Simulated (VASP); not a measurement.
# BN (F-43m) in VASP: further runs

Runs on BN. Level: PBE. Tasks: G0W0 quasiparticle levels.

All numbers are computed with VASP 6.6.1; they aren't measurements. Logs are shortened: lines on timing, memory, paths and dates and some standing lists are left out, and cuts for length are marked.

## (1) The cell of the first run

It takes space group F-43m (No. 216, cubic). Conventional cell: a = 3.616 Å, b = 3.616 Å, c = 3.616 Å, α = 90.00°, β = 90.00°, γ = 90.00°. Within 2.1 Å of B (site symmetry -43m) lie 4 N at 1.57 Å. Within 2.1 Å of N (site symmetry -43m) lie 4 B at 1.57 Å.

## (2) G0W0 quasiparticle levels, PBE

Input file POSCAR:

```
BN
1.0
    0.0000000000      1.8080000000      1.8080000000
    1.8080000000      0.0000000000      1.8080000000
    1.8080000000      1.8080000000      0.0000000000
B N
1 1
Direct
    0.0000000000      0.0000000000      0.0000000000
    0.2500000000      0.2500000000      0.2500000000
```

Input file INCAR.step1:

```
ALGO     = Normal         # electronic algorithm
EDIFF    = 1E-8           # SCF threshold, eV
ENCUT    = 500            # plane-wave cutoff, eV
GGA      = PE             # functional
ISMEAR   = 0              # smearing method
LASPH    = T              # aspherical terms in the spheres
LCHARG   = F              # write CHGCAR
LREAL    = F              # projectors in reciprocal space
LWAVE    = T              # write WAVECAR
NELM     = 100            # most SCF steps
PREC     = Accurate       # precision mode
SIGMA    = 0.01           # smearing width, eV
```

Input file INCAR.step2:

```
ALGO     = Exact          # electronic algorithm
EDIFF    = 1E-8           # SCF threshold, eV
ENCUT    = 500            # plane-wave cutoff, eV
GGA      = PE             # functional
ISMEAR   = 0              # smearing method
ISTART   = 1            
LASPH    = T              # aspherical terms in the spheres
LCHARG   = F              # write CHGCAR
LOPTICS  = T              # frequency-dependent dielectric function
LREAL    = F              # projectors in reciprocal space
LWAVE    = T              # write WAVECAR
NBANDS   = 119            # bands
NELM     = 1              # most SCF steps
PREC     = Accurate       # precision mode
SIGMA    = 0.01           # smearing width, eV
```

Input file INCAR.step3:

```
ALGO     = EVGW0          # electronic algorithm
EDIFF    = 1E-8           # SCF threshold, eV
ENCUT    = 500            # plane-wave cutoff, eV
ENCUTGW  = 180.0          # cutoff of the response function
GGA      = PE             # functional
ISMEAR   = 0              # smearing method
ISTART   = 1            
LASPH    = T              # aspherical terms in the spheres
LCHARG   = F              # write CHGCAR
LREAL    = F              # projectors in reciprocal space
LWAVE    = F              # write WAVECAR
NBANDS   = 119            # bands
NBANDSGW = 12           
NELMGW   = 1            
NOMEGA   = 48             # frequency points
PREC     = Accurate       # precision mode
PRECFOCK = Fast         
SIGMA    = 0.01           # smearing width, eV
```

Input file KPOINTS:

```
k-points
0
Gamma
  6 6 6
```

Potentials or basis: VASP PAW PBE potentials, release 64 (B_GW, N_GW).

Command:

```
$ cat potpaw_PBE.64/B_GW/POTCAR potpaw_PBE.64/N_GW/POTCAR > POTCAR
$ cp INCAR.step1 INCAR
$ mpirun -np 1 vasp_std > vasp.out
$ cp INCAR.step2 INCAR
$ mpirun -np 1 vasp_std > vasp.out
$ cp INCAR.step3 INCAR
$ mpirun -np 1 vasp_std > vasp.out
```

OUTCAR:

```text
EDIFF = 1E-8
   ENCUT = 500
   ENCUTGW = 180.0
   GGA = PE
   ISMEAR = 0
   ISTART = 1
   LASPH = T
   LREAL = F
   NELMGW = 1
   PREC = Accurate
   PRECFOCK = Fast

 ion  position               nearest neighbor table
   1  0.000  0.000  0.000-   2 1.57   2 1.57   2 1.57   2 1.57
   2  0.250  0.250  0.250-   1 1.57   1 1.57   1 1.57   1 1.57

  LATTYP: Found a face centered cubic cell.
 ALAT       =     3.6160000000

  Lattice vectors:

 A1 = (   0.0000000000,   1.8080000000,   1.8080000000)
 A2 = (   1.8080000000,   0.0000000000,   1.8080000000)
 A3 = (   1.8080000000,   1.8080000000,   0.0000000000)

Analysis of symmetry for initial positions (statically):
=====================================================================
 Subroutine PRICEL returns:
 Original cell was already a primitive cell.

 Routine SETGRP: Setting up the symmetry group for a
 face centered cubic supercell.

 Subroutine GETGRP returns: Found 24 space group operations
 (whereof 24 operations were pure point group operations)
 out of a pool of 48 trial point group operations.

The static configuration has the point symmetry T_d .

Analysis of symmetry for dynamics (positions and initial velocities):
=====================================================================
 Subroutine PRICEL returns:
 Original cell was already a primitive cell.

 Routine SETGRP: Setting up the symmetry group for a
 face centered cubic supercell.

 Subroutine GETGRP returns: Found 24 space group operations
 (whereof 24 operations were pure point group operations)
 out of a pool of 48 trial point group operations.

The dynamic configuration has the point symmetry T_d .

 Subroutine INISYM returns: Found 24 space group operations
 (whereof 24 operations are pure point group operations),
 and found     1 'primitive' translations

----------------------------------------------------------------------------------------

                                     Primitive cell

  volume of cell :      11.8202

  direct lattice vectors                    reciprocal lattice vectors
     0.000000000  1.808000000  1.808000000    -0.276548673  0.276548673  0.276548673
     1.808000000  0.000000000  1.808000000     0.276548673 -0.276548673  0.276548673
     1.808000000  1.808000000  0.000000000     0.276548673  0.276548673 -0.276548673

  length of vectors
     2.556898121  2.556898121  2.556898121     0.478996352  0.478996352  0.478996352

  position of ions in fractional coordinates (direct lattice)
     0.000000000  0.000000000  0.000000000
     0.250000000  0.250000000  0.250000000

  ion indices of the primitive-cell ions
   primitive index   ion index
                 1           1
                 2           2

----------------------------------------------------------------------------------------

 KPOINTS: k-points

Automatic generation of k-mesh.
 Grid dimensions read from file:
 generate k-points for:    6    6    6

 Generating k-lattice:

  Cartesian coordinates                     Fractional coordinates (reciprocal lattice)
    -0.046091445  0.046091445  0.046091445     0.166666667  0.000000000  0.000000000
     0.046091445 -0.046091445  0.046091445     0.000000000  0.166666667  0.000000000
     0.046091445  0.046091445 -0.046091445     0.000000000  0.000000000  0.166666667

  Length of vectors
     0.079832725  0.079832725  0.079832725

  Shift w.r.t. Gamma in fractional coordinates (k-lattice)
     0.000000000  0.000000000  0.000000000

 Subroutine IBZKPT returns following result:
 ===========================================

 Found     16 irreducible k-points:

 Following reciprocal coordinates:
            Coordinates               Weight
  0.000000  0.000000  0.000000      1.000000
  0.166667  0.000000  0.000000      8.000000
  0.333333  0.000000  0.000000      8.000000
  0.500000  0.000000  0.000000      4.000000
  0.166667  0.166667  0.000000      6.000000
  0.333333  0.166667  0.000000     24.000000
[... 8 lines left out ...]
 -0.333333  0.333333  0.166667     24.000000
 -0.333333  0.500000  0.166667     12.000000
   k-points           NKPTS =     16   k-points in BZ     NKDIM =    216   number of bands    NBANDS=    119
   number of dos      NEDOS =    301   number of ions     NIONS =      2
   total plane-waves  NPLWV =   8000
   dimension x,y,z NGX =    20 NGY =   20 NGZ =   20
   dimension x,y,z NGXF=    40 NGYF=   40 NGZF=   40
   ions per type =               1   1
   NGX,Y,Z   is equivalent  to a cutoff of  13.00, 13.00, 13.00 a.u.
   NGXF,Y,Z  is equivalent  to a cutoff of  26.01, 26.01, 26.01 a.u.
 SYSTEM =  unknown system
   PREC   = accura    normal or accurate (medium, high low for compatibility)
   ISTART =      1    job   : 0-new  1-cont  2-samecut
   ICHARG =      0    charge: 1-file 2-atom 10-const
   ISPIN  =      1    spin polarized calculation?
   LNONCOLLINEAR =      F non collinear calculations
   LSORBIT =      F    spin-orbit coupling
   LASPH  =      T    aspherical Exc in radial PAW
   ENCUT  =  500.0 eV  36.75 Ry    6.06 a.u.   4.66  4.66  4.66*2*pi/ulx,y,z
   NELM   =     60;   NELMIN=  2; NELMDL=  0     # of ELM steps
   EDIFF  = 0.1E-07   stopping-criterion for ELM
   LREAL  =      F    real-space projection
   EDIFFG = 0.1E-06   stopping-criterion for IOM
   NSW    =      0    number of steps for IOM
   IBRION =     -1    ionic relax: 0-MD 1-quasi-New 2-CG
   NFREE  =      0    steps in history (QN), initial steepest desc. (CG)
   ISIF   =      0    stress and relaxation
   ISYM   =      3    0-nonsym 1-usesym 2-fastsym
   POTIM  = 0.5000    time-step for ionic-motion
   TEBEG  =    0.0;   TEEND  =   0.0 temperature during run
   PSTRESS=    0.0 pullay stress
   NELECT =       8.0000    total number of electrons
   NUPDOWN=      -1.0000    fix difference up-down
   EMIN   =  10.00;   EMAX   =-10.00  energy-range for DOS
   EFERMI =   0.00;   METHOD = LEGACY
   ISMEAR =     0;   SIGMA  =   0.01  broadening in eV -4-tet -1-fermi 0-gaus
   EFERMI_NEDOS =   21; number of points for ismear=-14 and -15
   IALGO  =     38    algorithm
   IMIX   =      4    mixing-type and parameters
     AMIX     =   0.40;   BMIX     =  1.00
     AMIX_MAG =   1.60;   BMIX_MAG =  1.00
  volume/ion in A,a.u.               =       5.91        39.88
  Fermi-wavevector in a.u.,A,eV,Ry     =   1.437352  2.716201 28.109366  2.065980
  Thomas-Fermi vector in A             =   2.556439
   LORBIT       =      0    0 simple, 1 ext, 2 COOP (PROOUT), +10 PAW based schemes
   GGA     = PE    functional components
   LHFCALC =     T    Hartree Fock is set to
   PRECFOCK=fast      Normal, Fast or Accurate (Low or Medium for compatibility)
   ENCUT4O =  -1.0   cutoff for four orbital integrals eV
   NKREDX  =     1    reduce k-point grid by
   NKREDY  =     1    reduce k-point grid by
   NKREDZ  =     1    reduce k-point grid by
   AEXX    =    1.0000 exact exchange contribution
   HFSCREEN=    0.0000 screening length (either q_TF or 0.3 A-1)
   HFSCREENC=   0.0000 screening length for correlation (either q_TF or 0.3 A-1)
   ENCUTFOCK=  -1.0 apply spherical cutoff to Coloumb kernel
   IVDW    =     0    specifies the selected vdW correction
   LEPSILON=     F    determine dielectric tensor
   LRPA    =     F    only Hartree local field effects (RPA)
   LRPAFORCE           =     F    calculate RPA forces
   ENCUTGW             = 180.0    cutoff for response function in eV
   ENCUTGWSOFT         = 144.0    soft cutoff for Coulomb kernel in GW response function in eV
   ENCUTLF             =  -1.0    cutoff for local field effects
   NELMGW              =     1    number of iterations in solving QP/BSE equation
   NELMHF              =     1    number of iterations in the inner HF iteration
   NKREDLFX            =     1    NKREDLFY  =   1   NKREDLFZ  =   1
 non-spin polarized calculation
 Gauss-broadening in eV      SIGMA  =   0.01
  energy-cutoff  :      500.00
  volume of cell :       11.82
 maximum number of plane-waves:       310
 NGX is ok and might be reduce to    20
  NGX = 12; NGY = 12; NGZ = 12
   NGX =  9   NGY =  9   NGZ =  9
 maximum number of plane-waves:        72

 QP shifts <psi_nk| G(iteration)W_0 |psi_nk>: iteration 1
 for sc-GW calculations column KS-energies equals QP-energies in previous step
 and V_xc(KS)=  KS-energies - (<T + V_ion + V_H > + <T+V_H+V_ion>^1  + <V_x>^1)

 k-point   1 :       0.0000    0.0000    0.0000
  band No.  KS-energies  QP-energies   sigma(KS)   V_xc(KS)     V^pw_x(r,r')   Z            occupation Imag(sigma)

      1     -12.7716     -14.8685     -18.1768     -15.4849     -26.4910       0.7790       2.0000       1.4366
      2       7.4519       6.4808     -19.4579     -18.2821     -21.8860       0.8259       2.0000       0.0833
      3       7.4519       6.4808     -19.4579     -18.2821     -21.8860       0.8259       2.0000       0.0833
      4       7.4519       6.4808     -19.4579     -18.2821     -21.8860       0.8259       2.0000       0.0833
      5      16.2681      17.4814     -12.3217     -13.7816      -7.0028       0.8311       0.0000      -0.0841
      6      16.2681      17.4814     -12.3217     -13.7816      -7.0028       0.8311       0.0000      -0.0841
      7      16.2681      17.4814     -12.3217     -13.7816      -7.0028       0.8311       0.0000      -0.0841
      8      17.7853      18.7911     -14.1909     -15.4312      -8.3869       0.8109       0.0000      -0.1022
      9      32.1814      32.5377     -10.9855     -11.4360      -3.3069       0.7909       0.0000      -0.5516
     10      35.2197      36.2544     -12.0764     -13.3153      -5.4488       0.8352       0.0000      -0.5352
     11      35.2197      36.2544     -12.0764     -13.3153      -5.4488       0.8352       0.0000      -0.5352
     12      35.8221      36.3391     -10.4628     -11.0823      -3.0442       0.8345       0.0000      -1.0214

 k-point   2 :       0.1667    0.0000    0.0000
  band No.  KS-energies  QP-energies   sigma(KS)   V_xc(KS)     V^pw_x(r,r')   Z            occupation Imag(sigma)
[... 225 lines left out ...]
      1      -6.9655      -8.6342     -19.6976     -17.4692     -26.8878       0.7488       2.0000       0.6487
      2      -0.7382      -2.4680     -17.6606     -15.4466     -22.0818       0.7813       2.0000       0.1726
      3       1.2602      -0.2620     -17.6979     -15.7931     -21.4284       0.7991       2.0000       0.1278
      4       1.3037      -0.1536     -17.1346     -15.3195     -20.6256       0.8029       2.0000       0.1208
      5      15.2238      16.1058     -12.8258     -13.8826      -7.8345       0.8346       0.0000      -0.0795
      6      19.4625      20.4584     -12.3610     -13.5628      -6.6729       0.8287       0.0000      -0.1012
      7      22.5299      23.9548     -13.3949     -15.1998      -6.4415       0.7894       0.0000      -0.1706
      8      24.2358      25.7422     -13.6675     -15.5930      -6.4854       0.7824       0.0000      -0.1939
      9      27.0286      28.4473     -14.3759     -16.2103      -6.8207       0.7734       0.0000      -0.2768
     10      33.3276      34.6489     -12.2338     -13.8879      -4.2146       0.7988       0.0000      -0.7025
     11      37.6437      38.5075     -11.8011     -12.8510      -4.1877       0.8227       0.0000      -0.9282
     12      40.7759      41.8799     -11.5814     -12.9273      -3.8480       0.8203       0.0000      -1.0246
```

Run time: 82 s. Hardware: 1 thread of Intel Xeon Platinum 8488C (Sapphire Rapids), shared host; peak memory 0.31 GiB.

What came out:

```yaml
Quasiparticle_gap: 6.04 eV
Least_direct_quasiparticle_gap: 11.00 eV
Band_gap_of_the_starting_levels_on_the_mesh: 4.46 eV
Least_direct_gap_of_the_starting_levels_on_the_mesh: 8.82 eV
```

Caveat: the k points lie up to 0.50 Å⁻¹ apart; bands, screening cutoff and mesh are small and nothing is extrapolated, so the quasiparticle values aren't converged.

## (3) G0W0 quasiparticle levels, PBE

POSCAR is that of step 2.

Input file INCAR.step1:

```
SYSTEM = BN
PREC = Accurate ; ENCUT = 500
EDIFF = 1E-8 ; ISMEAR = 0
SIGMA = 0.01 ; LREAL = .False.
LASPH = .True. ; NELM = 80
ALGO = Normal ; LWAVE = .True.
LCHARG = .False. ; GGA = PE
```

Input file INCAR.step2:

```
SYSTEM = BN
PREC = Accurate ; ENCUT = 500
EDIFF = 1E-8 ; ISMEAR = 0
SIGMA = 0.01 ; LREAL = .False.
LASPH = .True. ; NELM = 1
ALGO = Exact ; LWAVE = .True.
LCHARG = .False. ; GGA = PE
NBANDS = 323 ; LOPTICS = .True.
ISTART = 1
```

Input file INCAR.step3:

```
SYSTEM = BN
PREC = Accurate ; ENCUT = 500
EDIFF = 1E-8 ; ISMEAR = 0
SIGMA = 0.01 ; LREAL = .False.
LASPH = .True. ; ALGO = EVGW0
LWAVE = .False. ; LCHARG = .False.
GGA = PE ; NELMGW = 1
NBANDS = 323 ; ENCUTGW = 200
NOMEGA = 48 ; PRECFOCK = Fast
ISTART = 1 ; NBANDSGW = 12
```

Input file KPOINTS:

```
regular mesh
0
Gamma
  2 2 2
  0 0 0
```

Potentials or basis: VASP PAW PBE potentials, release 64 (B_GW, N_GW).

Command:

```
$ cat potpaw_PBE.64/B_GW/POTCAR potpaw_PBE.64/N_GW/POTCAR > POTCAR
$ cp INCAR.step1 INCAR
$ mpirun -np 1 vasp_std > vasp.out
$ cp INCAR.step2 INCAR
$ mpirun -np 1 vasp_std > vasp.out
$ cp INCAR.step3 INCAR
$ mpirun -np 1 vasp_std > vasp.out
```

OUTCAR:

```text
SYSTEM = BN
   PREC = Accurate
   ENCUT = 500
   EDIFF = 1E-8
   ISMEAR = 0
   LREAL = .False.
   LASPH = .True.
   GGA = PE
   NELMGW = 1
   ENCUTGW = 200
   PRECFOCK = Fast
   ISTART = 1

 ion  position               nearest neighbor table
   1  0.000  0.000  0.000-   2 1.57   2 1.57   2 1.57   2 1.57
[... 179 lines left out ...]
      2       7.9939       6.9982     -19.5223     -18.2901     -23.3960       0.8080       2.0000       0.1259
      3       7.9939       6.9982     -19.5223     -18.2901     -23.3960       0.8080       2.0000       0.1259
      4       7.9939       6.9982     -19.5223     -18.2901     -23.3960       0.8080       2.0000       0.1259
      5      16.3872      17.2154     -12.7212     -13.7326      -6.1942       0.8188       0.0000      -0.1328
      6      16.3872      17.2154     -12.7212     -13.7326      -6.1942       0.8188       0.0000      -0.1328
      7      16.3872      17.2154     -12.7212     -13.7326      -6.1942       0.8188       0.0000      -0.1328
      8      18.2171      18.7852     -14.6342     -15.3279      -7.5638       0.8189       0.0000      -0.1848
      9      32.2760      32.2438     -11.2685     -11.2279      -3.0715       0.7937       0.0000      -0.7499
     10      35.3228      35.9480     -12.4684     -13.2367      -5.2186       0.8136       0.0000      -0.3484
     11      35.3228      35.9480     -12.4684     -13.2367      -5.2186       0.8136       0.0000      -0.3484
     12      35.9073      36.1260     -10.5637     -10.8174      -2.8153       0.8617       0.0000      -0.9830
[... 20 lines left out ...]
      1      -6.7450      -8.6567     -19.5968     -17.2198     -26.5226       0.8043       2.0000       1.0954
      2      -1.1738      -2.8109     -17.2365     -15.1696     -22.1199       0.7920       2.0000       0.2213
      3       2.9158       1.6182     -17.8511     -16.2416     -22.1241       0.8063       2.0000       0.1418
      4       2.9158       1.6182     -17.8511     -16.2416     -22.1241       0.8063       2.0000       0.1418
      5      12.0869      12.2465     -12.1417     -12.3340      -6.1533       0.8296       0.0000      -0.1151
      6      16.7970      17.0734     -12.2011     -12.5332      -5.8846       0.8325       0.0000      -0.1147
      7      25.7554      27.0846     -14.7988     -16.4340      -6.6658       0.8129       0.0000      -0.4984
      8      25.7554      27.0846     -14.7988     -16.4340      -6.6658       0.8129       0.0000      -0.4984
      9      28.7756      29.8284     -15.1041     -16.4102      -7.0269       0.8061       0.0000      -0.4915
     10      34.8413      35.7556     -12.2864     -13.4560      -3.6553       0.7817       0.0000      -0.8102
     11      41.2329      41.9186     -11.8151     -12.6639      -4.1541       0.8079       0.0000      -0.6059
     12      41.2329      41.9186     -11.8151     -12.6639      -4.1541       0.8079       0.0000      -0.6059
```

OUTCAR.step2:

```text
SYSTEM = BN
   PREC = Accurate
   ENCUT = 500
   EDIFF = 1E-8
[... 590 lines left out ...]
  --------------------------------------------------------------------------------------------------------------
     0.00000     9.67986     9.67986     9.67986    -0.00000    -0.00000    -0.00000
     5.99227    14.94740    14.94740    14.94740    -0.00000    -0.00000    -0.00000
    11.98454    15.62275    15.62275    15.62275     0.00000    -0.00000     0.00000
    17.97681    -3.79326    -3.79326    -3.79326     0.00000     0.00000     0.00000
    23.96907    -0.64336    -0.64336    -0.64336     0.00000     0.00000    -0.00000
    29.96134    -1.10256    -1.10256    -1.10256     0.00000     0.00000    -0.00000
[... 92 lines left out ...]
   587.24230     0.99616     0.99616     0.99616     0.00000     0.00000     0.00000
   593.23457     0.99624     0.99624     0.99624     0.00000     0.00000     0.00000
```

Run time: 7.7 s. Hardware: 1 thread of Intel Xeon Platinum 8259CL at 2.50GHz (Skylake/Cascade Lake), shared host; peak memory 0.13 GiB.

Results:

- Quasiparticle gap: 5.25 eV
- Least direct quasiparticle gap: 10.22 eV
- Band gap of the starting levels on the mesh: 4.09 eV
- Least direct gap of the starting levels on the mesh: 8.39 eV

Caveat: the k points lie up to 1.50 Å⁻¹ apart; bands, screening cutoff and mesh are small and nothing is extrapolated, so the quasiparticle values aren't converged.
